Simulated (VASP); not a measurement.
Write the native input for VASP 6.6.1 that does the following.

```yaml
Task: single point
Functional: PBE
Potentials_or_basis: VASP PAW PBE potentials, release 64 (Sn_d, O)
Cutoff: 520 eV
k_mesh: 12 × 12 × 12
Occupations: gaussian, width 0.05 eV
Spin: no spin polarisation
Dipole_correction: no
Further_INCAR_settings: ALGO = Normal; EDIFF = 1e-06; NBANDS = 20
```

The structure of SnO2 lies in POSCAR:

```
SnO2
1.0
    1.6167660720      0.9334403269      4.9182553763
   -1.6167660720      0.9334403269      4.9182553763
    0.0000000000     -1.8668806537      4.9182553763
Sn O
1 2
Direct
    0.5000000000      0.5000000000      0.5000000000
    0.2233609734      0.2233609734      0.2233609734
    0.7766390266      0.7766390266      0.7766390266
```

The input as run:

INCAR

```
SYSTEM = SnO2
PREC = Accurate ; ENCUT = 520
EDIFF = 1E-6 ; ISMEAR = 0
SIGMA = 0.05 ; LREAL = .FALSE.
LASPH = .TRUE. ; NELM = 80
ALGO = Normal ; ISIF = 2
LWAVE = .FALSE. ; LCHARG = .TRUE.
GGA = PE ; LELF = .TRUE.
LVHAR = .TRUE. ; NBANDS = 20
```

KPOINTS

```
regular mesh
0
G
  12 12 12
  0 0 0
```

Potentials or basis: VASP PAW PBE potentials, release 64 (Sn_d, O).

Command:

```bash
$ cat potpaw_PBE.64/Sn_d/POTCAR potpaw_PBE.64/O/POTCAR > POTCAR
$ mpirun -np 1 vasp_std > vasp.out
```

Results of the run:

```yaml
Pressure: 16.1 GPa
Largest_force: 2.539 eV/Å
Band_gap_on_the_k_mesh: 2.27 eV, indirect (least direct gap 3.05 eV)
```

Caveat: spin-orbit coupling is left out, which moves the levels of the heavy elements; forces of over 1 eV/Å act on the atoms, so gaps and moduli don't describe the material at rest.

Wall time 5.6 min on 1 thread of Intel Xeon 6975P-C, on a shared host, peak memory 0.34 GiB.
